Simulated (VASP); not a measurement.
A run of VASP 6.6.1 is set up as follows.

Contents of INCAR:

```
PREC = Accurate ; ENCUT = 600
EDIFF = 1E-6 ; ISMEAR = 0
SIGMA = 0.1 ; LREAL = F
LASPH = T ; NELM = 100
ALGO = Normal ; ISIF = 3
LWAVE = F ; LCHARG = F
GGA = PE ; IBRION = 2
NSW = 100 ; EDIFFG = -0.05
```

KPOINTS

```
regular mesh
0
Gamma
  4 4 4
```

POSCAR

```
FeSi
1.0
    4.5507000000      0.0000000000      0.0000000000
    0.0000000000      4.5507000000      0.0000000000
    0.0000000000      0.0000000000      4.5507000000
Fe Si
4 4
Direct
    0.1365200000      0.1365200000      0.1365200000
    0.3634800000      0.8634800000      0.6365200000
    0.6365200000      0.3634800000      0.8634800000
    0.8634800000      0.6365200000      0.3634800000
    0.8424000000      0.8424000000      0.8424000000
    0.6576000000      0.1576000000      0.3424000000
    0.3424000000      0.6576000000      0.1576000000
    0.1576000000      0.3424000000      0.6576000000
```

Potentials or basis: VASP PAW PBE potentials, release 64 (Fe, Si).

The run is started by

```sh
$ cat potpaw_PBE.64/Fe/POTCAR potpaw_PBE.64/Si/POTCAR > POTCAR
$ mpirun -np 1 vasp_std > vasp.out
```

(1) Predict the relaxed cell.

(2) Predict the relaxed volume.

(3) What does it give for the band gap on the k mesh?

## Answers

(1) a = 4.448 Å, b = 4.448 Å, c = 4.448 Å, α = 90.00°, β = 90.00°, γ = 90.00°.

(2) 11.00 Å³/atom.

(3) 0.17 eV, indirect (least direct gap 0.20 eV).
